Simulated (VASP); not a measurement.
# CsBr (Pm-3m) in VASP: notebook

Aim: see how the results for CsBr move with the level of theory and the settings. Levels: PBE, r2SCAN. Tasks: single point.

All numbers are computed with VASP 6.6.1; they aren't measurements. Logs are shortened: lines on timing, memory, paths and dates and some standing lists are left out, and cuts for length are marked.

## 1. The cell of the first run

It takes space group Pm-3m (No. 221, cubic). Conventional cell: a = 4.387 Å, b = 4.387 Å, c = 4.387 Å, α = 90.00°, β = 90.00°, γ = 90.00°. Cs (site symmetry m-3m) has 8 Br at 3.80 Å and 6 Cs at 4.39 Å within 5.0 Å. Br (site symmetry m-3m) has 8 Cs at 3.80 Å and 6 Br at 4.39 Å within 5.0 Å.

## 2. Single point, PBE

Input file INCAR:

```
ALGO     = Normal         # electronic algorithm
EDIFF    = 1E-6           # SCF threshold, eV
ENCUT    = 500            # plane-wave cutoff, eV
GGA      = PE             # functional
GGA_COMPAT= F            
ISIF     = 2              # what is computed and relaxed
ISMEAR   = -1             # smearing method
LASPH    = T              # aspherical terms in the spheres
LCHARG   = F              # write CHGCAR
LREAL    = F              # projectors in reciprocal space
LWAVE    = F              # write WAVECAR
NBANDS   = 15             # bands
NELM     = 120            # most SCF steps
PREC     = Accurate       # precision mode
SIGMA    = 0.02           # smearing width, eV
```

Input file KPOINTS:

```
k-points
0
Gamma
  6 6 6
```

Input file POSCAR:

```
CsBr
1.0
    4.3865067364      0.0000000000      0.0000000000
    0.0000000000      4.3865067364      0.0000000000
    0.0000000000      0.0000000000      4.3865067364
Cs Br
1 1
Direct
    0.0000000000      0.0000000000      0.0000000000
    0.5000000000      0.5000000000      0.5000000000
```

Potentials or basis: VASP PAW PBE potentials, release 64 (Cs_sv, Br).

Command:

```console
> cat potpaw_PBE.64/Cs_sv/POTCAR potpaw_PBE.64/Br/POTCAR > POTCAR
> mpirun -np 1 vasp_std > vasp.out
```

OUTCAR:

```text
EDIFF = 1E-6
   ENCUT = 500
   GGA = PE
   ISIF = 2
   ISMEAR = -1
   LASPH = T
   LREAL = F
   NELM = 120
   PREC = Accurate

 ion  position               nearest neighbor table
   1  0.000  0.000  0.000-
   2  0.500  0.500  0.500-

  LATTYP: Found a simple cubic cell.
 ALAT       =     4.3865067364

  Lattice vectors:

 A1 = (   4.3865067364,   0.0000000000,   0.0000000000)
 A2 = (   0.0000000000,   4.3865067364,   0.0000000000)
 A3 = (   0.0000000000,   0.0000000000,   4.3865067364)

Analysis of symmetry for initial positions (statically):
=====================================================================
 Subroutine PRICEL returns:
 Original cell was already a primitive cell.

 Routine SETGRP: Setting up the symmetry group for a
 simple cubic supercell.

 Subroutine GETGRP returns: Found 48 space group operations
 (whereof 48 operations were pure point group operations)
 out of a pool of 48 trial point group operations.

The static configuration has the point symmetry O_h .

Analysis of symmetry for dynamics (positions and initial velocities):
=====================================================================
 Subroutine PRICEL returns:
 Original cell was already a primitive cell.

 Routine SETGRP: Setting up the symmetry group for a
 simple cubic supercell.

 Subroutine GETGRP returns: Found 48 space group operations
 (whereof 48 operations were pure point group operations)
 out of a pool of 48 trial point group operations.

The dynamic configuration has the point symmetry O_h .

 Subroutine INISYM returns: Found 48 space group operations
 (whereof 48 operations are pure point group operations),
 and found     1 'primitive' translations

----------------------------------------------------------------------------------------

                                     Primitive cell

  volume of cell :      84.4027

  direct lattice vectors                    reciprocal lattice vectors
     4.386506736  0.000000000  0.000000000     0.227971837  0.000000000  0.000000000
     0.000000000  4.386506736  0.000000000     0.000000000  0.227971837  0.000000000
     0.000000000  0.000000000  4.386506736     0.000000000  0.000000000  0.227971837

  length of vectors
     4.386506736  4.386506736  4.386506736     0.227971837  0.227971837  0.227971837

  position of ions in fractional coordinates (direct lattice)
     0.000000000  0.000000000  0.000000000
     0.500000000  0.500000000  0.500000000

  ion indices of the primitive-cell ions
   primitive index   ion index
                 1           1
                 2           2

----------------------------------------------------------------------------------------

 KPOINTS: k-points

Automatic generation of k-mesh.
 Grid dimensions read from file:
 generate k-points for:    6    6    6

 Generating k-lattice:

  Cartesian coordinates                     Fractional coordinates (reciprocal lattice)
     0.037995306  0.000000000  0.000000000     0.166666667  0.000000000  0.000000000
     0.000000000  0.037995306  0.000000000     0.000000000  0.166666667  0.000000000
     0.000000000  0.000000000  0.037995306     0.000000000  0.000000000  0.166666667

  Length of vectors
     0.037995306  0.037995306  0.037995306

  Shift w.r.t. Gamma in fractional coordinates (k-lattice)
     0.000000000  0.000000000  0.000000000

 Subroutine IBZKPT returns following result:
 ===========================================

 Found     20 irreducible k-points:

 Following reciprocal coordinates:
            Coordinates               Weight
  0.000000  0.000000  0.000000      1.000000
  0.166667  0.000000  0.000000      6.000000
  0.333333  0.000000  0.000000      6.000000
  0.500000  0.000000  0.000000      3.000000
  0.166667  0.166667  0.000000     12.000000
  0.333333  0.166667  0.000000     24.000000
[... 12 lines left out ...]
  0.500000  0.500000  0.333333      6.000000
  0.500000  0.500000  0.500000      1.000000
   k-points           NKPTS =     20   k-points in BZ     NKDIM =     20   number of bands    NBANDS=     15
   number of dos      NEDOS =    301   number of ions     NIONS =      2
   total plane-waves  NPLWV =  32768
   dimension x,y,z NGX =    32 NGY =   32 NGZ =   32
   dimension x,y,z NGXF=    64 NGYF=   64 NGZF=   64
   ions per type =               1   1
   NGX,Y,Z   is equivalent  to a cutoff of  12.13, 12.13, 12.13 a.u.
   NGXF,Y,Z  is equivalent  to a cutoff of  24.26, 24.26, 24.26 a.u.
 SYSTEM =  unknown system
   PREC   = accura    normal or accurate (medium, high low for compatibility)
   ISTART =      0    job   : 0-new  1-cont  2-samecut
   ICHARG =      2    charge: 1-file 2-atom 10-const
   ISPIN  =      1    spin polarized calculation?
   LNONCOLLINEAR =      F non collinear calculations
   LSORBIT =      F    spin-orbit coupling
   LASPH  =      T    aspherical Exc in radial PAW
   ENCUT  =  500.0 eV  36.75 Ry    6.06 a.u.   8.00  8.00  8.00*2*pi/ulx,y,z
   NELM   =    120;   NELMIN=  2; NELMDL= -5     # of ELM steps
   EDIFF  = 0.1E-05   stopping-criterion for ELM
   LREAL  =      F    real-space projection
   EDIFFG = 0.1E-04   stopping-criterion for IOM
   NSW    =      0    number of steps for IOM
   IBRION =     -1    ionic relax: 0-MD 1-quasi-New 2-CG
   NFREE  =      0    steps in history (QN), initial steepest desc. (CG)
   ISIF   =      2    stress and relaxation
   ISYM   =      2    0-nonsym 1-usesym 2-fastsym
   POTIM  = 0.5000    time-step for ionic-motion
   TEBEG  =    0.0;   TEEND  =   0.0 temperature during run
   PSTRESS=    0.0 pullay stress
   NELECT =      16.0000    total number of electrons
   NUPDOWN=      -1.0000    fix difference up-down
   EMIN   =  10.00;   EMAX   =-10.00  energy-range for DOS
   EFERMI =   0.00;   METHOD = LEGACY
   ISMEAR =    -1;   SIGMA  =   0.02  broadening in eV -4-tet -1-fermi 0-gaus
   EFERMI_NEDOS =   21; number of points for ismear=-14 and -15
   IALGO  =     38    algorithm
   IMIX   =      4    mixing-type and parameters
     AMIX     =   0.40;   BMIX     =  1.00
     AMIX_MAG =   1.60;   BMIX_MAG =  1.00
  volume/ion in A,a.u.               =      42.20       284.79
  Fermi-wavevector in a.u.,A,eV,Ry     =   0.940436  1.777167 12.033269  0.884420
  Thomas-Fermi vector in A             =   2.067848
   LORBIT       =      0    0 simple, 1 ext, 2 COOP (PROOUT), +10 PAW based schemes
   GGA     = PE    functional components
   LHFCALC =     F    Hartree Fock is set to
   AEXX    =    0.0000 exact exchange contribution
   IVDW    =     0    specifies the selected vdW correction
   LEPSILON=     F    determine dielectric tensor
   LRPA    =     F    only Hartree local field effects (RPA)
 non-spin polarized calculation
  energy-cutoff  :      500.00
  volume of cell :       84.40
 maximum number of plane-waves:      2176
 NGX is ok and might be reduce to    32
   NGX = 15   NGY = 15   NGZ = 15

 number of electron      16.0000003 magnetization

 Free energy of the ion-electron system (eV)
  ---------------------------------------------------
  ext. energy  EPLUGINS =         0.00000000
  ---------------------------------------------------
  free energy    TOTEN  =        -6.02424445 eV

  energy without entropy =       -6.02424445  energy(sigma->0) =       -6.02424445

 E-fermi :  -0.1009     XC(G=0):  -7.7691

 val. band max:       -0.6184834404   @ k =   0.5000   0.5000   0.0000
 cond. band min:       3.6321804393   @ k =   0.0000   0.0000   0.0000
 fundamental gap:      4.2506638797
 Fermi energy:        -0.1009491324

 k-point     1 :       0.0000    0.0000    0.0000
  band No.  band energies     occupation
      1     -20.5125      2.00000
      2     -12.9135      2.00000
      3      -7.1326      2.00000
      4      -7.1326      2.00000
      5      -7.1326      2.00000
      6      -0.6415      2.00000
      7      -0.6415      2.00000
      8      -0.6415      2.00000
      9       3.6322      0.00000
     10       4.3461      0.00000
     11       4.3461      0.00000
     12       8.2703      0.00000
     13       8.2703      0.00000
     14       8.2703      0.00000
     15      11.1980      0.00000

 k-point     2 :       0.1667    0.0000    0.0000
  band No.  band energies     occupation
      1     -20.5027      2.00000
      2     -12.9140      2.00000
      3      -7.2233      2.00000
      4      -7.1126      2.00000
      5      -7.1126      2.00000
      6      -1.0035      2.00000
      7      -0.6799      2.00000
      8      -0.6799      2.00000
      9       4.2366      0.00000
     10       4.5119      0.00000
     11       4.8910      0.00000
     12       8.1262      0.00000
     13       8.1262      0.00000
     14       8.3983      0.00000
     15       9.9262      0.00000

 k-point     3 :       0.3333    0.0000    0.0000
  band No.  band energies     occupation
      1     -20.4830      2.00000
      2     -12.9161      2.00000
      3      -7.3909      2.00000
      4      -7.0721      2.00000
      5      -7.0721      2.00000
      6      -1.5756      2.00000
      7      -0.7595      2.00000
      8      -0.7595      2.00000
      9       4.9460      0.00000
     10       5.5081      0.00000
     11       6.1057      0.00000
     12       7.9842      0.00000
     13       7.9842      0.00000
     14       8.4031      0.00000
     15       8.7083      0.00000
[... 271 lines left out ...]
 k-point    19 :       0.5000    0.5000    0.3333
  band No.  band energies     occupation
      1     -20.4138      2.00000
      2     -12.7786      2.00000
      3      -7.5083      2.00000
      4      -7.5083      2.00000
      5      -7.3606      2.00000
      6      -1.5377      2.00000
      7      -1.5377      2.00000
      8      -1.4360      2.00000
      9       6.6886      0.00000
     10       6.8059      0.00000
     11       6.9915      0.00000
     12       6.9915      0.00000
     13       8.8011      0.00000
     14       8.8011      0.00000
     15      10.2225      0.00000

 k-point    20 :       0.5000    0.5000    0.5000
  band No.  band energies     occupation
      1     -20.4056      2.00000
      2     -12.7629      2.00000
      3      -7.4721      2.00000
      4      -7.4721      2.00000
      5      -7.4721      2.00000
      6      -1.6535      2.00000
      7      -1.6535      2.00000
      8      -1.6535      2.00000
      9       7.3767      0.00000
     10       7.3767      0.00000
     11       7.3767      0.00000
     12       8.2130      0.00000
     13       8.2130      0.00000
     14       8.2130      0.00000
     15      10.2683      0.00000

------------------------ aborting loop because EDIFF is reached ----------------------------------------

  FORCE on cell =-STRESS in cart. coord.  units (eV):
  Direction    XX          YY          ZZ          XY          YZ          ZX
  --------------------------------------------------------------------------------------
  -------------------------------------------------------------------------------------
  Total        0.0342272      0.0342272      0.0342272     -0.0000000     -0.0000000      0.0000000
  in kB        0.6497190      0.6497190      0.6497190     -0.0000000     -0.0000000      0.0000000
  external PRESSURE =       0.6497190 kB  Pullay stress =       0.0000000 kB

 VOLUME and BASIS-vectors are now :
 -----------------------------------------------------------------------------
  energy-cutoff  :      500.00
  volume of cell :       84.40
      direct lattice vectors                 reciprocal lattice vectors
     4.386506736  0.000000000  0.000000000     0.227971837  0.000000000  0.000000000
     0.000000000  4.386506736  0.000000000     0.000000000  0.227971837  0.000000000
     0.000000000  0.000000000  4.386506736     0.000000000  0.000000000  0.227971837

 POSITION                                       TOTAL-FORCE (eV/Angst)
 -----------------------------------------------------------------------------------
      0.00000      0.00000      0.00000         0.000000      0.000000      0.000000
      2.19325      2.19325      2.19325         0.000000      0.000000      0.000000
 -----------------------------------------------------------------------------------
    total drift:                                0.000000      0.000000     -0.000000

  FREE ENERGIE OF THE ION-ELECTRON SYSTEM (eV)
  ---------------------------------------------------
  free  energy   TOTEN  =        -6.0242444543 eV

  energy  without entropy=       -6.0242444543  energy(sigma->0) =       -6.02424445
```

Wall time 6.5 s (1 thread of Intel Xeon 6975P-C (Granite Rapids), shared host); peak memory 0.18 GiB.

What came out:

```yaml
Free_energy: -6.0242 eV
Pressure: 0.1 GPa
Band_gap_on_the_k_mesh: 4.25 eV (least direct gap 4.27 eV)
```

Levels at points of the mesh, in eV from the valence-band top:
```tsv
k point	band 6	band 7	band 8	band 9	band 10	band 11
(0.00, 0.00, 0.00)	-0.02	-0.02	-0.02	4.25	4.96	4.96
(0.50, 0.00, 0.00)	-1.20	-0.18	-0.18	5.89	6.96	7.37
(0.50, 0.50, 0.00)	-0.56	-0.56	0.00	5.21	5.44	7.15
(0.50, 0.50, 0.50)	-1.03	-1.03	-1.03	8.00	8.00	8.00
```

Caveat: spin-orbit coupling is left out, which moves the levels of the heavy elements. A k mesh can miss the band edges.

## 3. Single point, r2SCAN

This run uses another cell than the first one, of 40.31 Å³/atom.

Input file POSCAR:

```
CsBr
1.0
    4.3199575116      0.0000000000      0.0000000000
    0.0000000000      4.3199575116      0.0000000000
    0.0000000000      0.0000000000      4.3199575116
Cs Br
1 1
Direct
    0.0000000000      0.0000000000      0.0000000000
    0.5000000000      0.5000000000      0.5000000000
```

Input file INCAR.step1:

```
ALGO = Normal ; EDIFF = 1E-5
ENCUT = 550 ; GGA = PE
GGA_COMPAT = False ; ISMEAR = -1
LASPH = True ; LCHARG = False
LREAL = False ; LWAVE = True
NBANDS = 15 ; NELM = 120
PREC = Accurate ; SIGMA = 0.02
```

Input file INCAR.step2:

```
ALGO = Normal ; EDIFF = 1E-6
ENCUT = 550 ; GGA_COMPAT = False
ISIF = 2 ; ISMEAR = -1
ISTART = 1 ; LASPH = True
LCHARG = False ; LMIXTAU = True
LREAL = False ; LWAVE = False
METAGGA = R2SCAN ; NBANDS = 15
NELM = 120 ; PREC = Accurate
SIGMA = 0.02
```

KPOINTS is that of step 2.

Potentials or basis: VASP PAW PBE potentials, release 64 (Cs_sv, Br).

Command:

```console
> cat potpaw_PBE.64/Cs_sv/POTCAR potpaw_PBE.64/Br/POTCAR > POTCAR
> cp INCAR.step1 INCAR
> mpirun -np 1 vasp_std > vasp.out
> cp INCAR.step2 INCAR
> mpirun -np 1 vasp_std > vasp.out
```

It took 37 s on 1 thread of Intel Xeon 6975P-C (Granite Rapids), shared host; peak memory 0.22 GiB.

The run converged. Its results:

* Free energy: -42.3254 eV
* Pressure: 0.1 GPa
* Band gap on the k mesh: 5.18 eV

Levels at points of the mesh, in eV from the valence-band top:
| k point | band 6 | band 7 | band 8 | band 9 | band 10 | band 11 |
| --- | --- | --- | --- | --- | --- | --- |
| (0.00, 0.00, 0.00) | 0.00 | 0.00 | 0.00 | 5.18 | 5.42 | 5.42 |
| (0.50, 0.00, 0.00) | -1.26 | -0.19 | -0.19 | 6.43 | 7.85 | 8.37 |
| (0.50, 0.50, 0.00) | -0.58 | -0.58 | 0.00 | 5.84 | 6.11 | 7.85 |
| (0.50, 0.50, 0.50) | -1.13 | -1.13 | -1.13 | 8.89 | 8.89 | 8.89 |

Caveat: the PAW data sets were made with another functional, which shifts forces and pressure a little; spin-orbit coupling is left out, which moves the levels of the heavy elements. A k mesh can miss the band edges.
